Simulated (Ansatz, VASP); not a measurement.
## BP: VASP beside Ansatz

```xyz
2
Lattice="0.0000 2.2741 2.2741 2.2741 0.0000 2.2741 2.2741 2.2741 0.0000" Properties=species:S:1:pos:R:3 pbc="T T T"
B     0.0000    0.0000    0.0000
P     1.1370    1.1370    1.1370
```

Alike in both runs: functional PBE; k mesh 10 × 10 × 10; occupations gaussian, width 0.02 eV; no spin polarisation.

Ansatz relaxed the structure, and its values are those at the end. VASP's run is a single point on that final structure, the one shown.

```csv
,VASP,Ansatz
version,VASP 6.6.1,Ansatz 0.2.0
potentials or method,"VASP PAW PBE potentials, release 64 (B, P), cutoff 500 eV","scalar-relativistic, all-electron LAPW"
```

Ansatz gave:

| Item | Value |
| --- | --- |
| gap on the k mesh at the Fermi level (eV) | 1.26 |
| least direct gap on the mesh (eV) | 3.40 |
| pressure (GPa) | 0.0 |

Question: What did VASP give for the same quantities?

Answer: gap on the k mesh at the Fermi level (eV): 1.25; least direct gap on the mesh (eV): 3.39; pressure (GPa): -0.2.

Ansatz ran all-electron here, and VASP with PAW potentials.
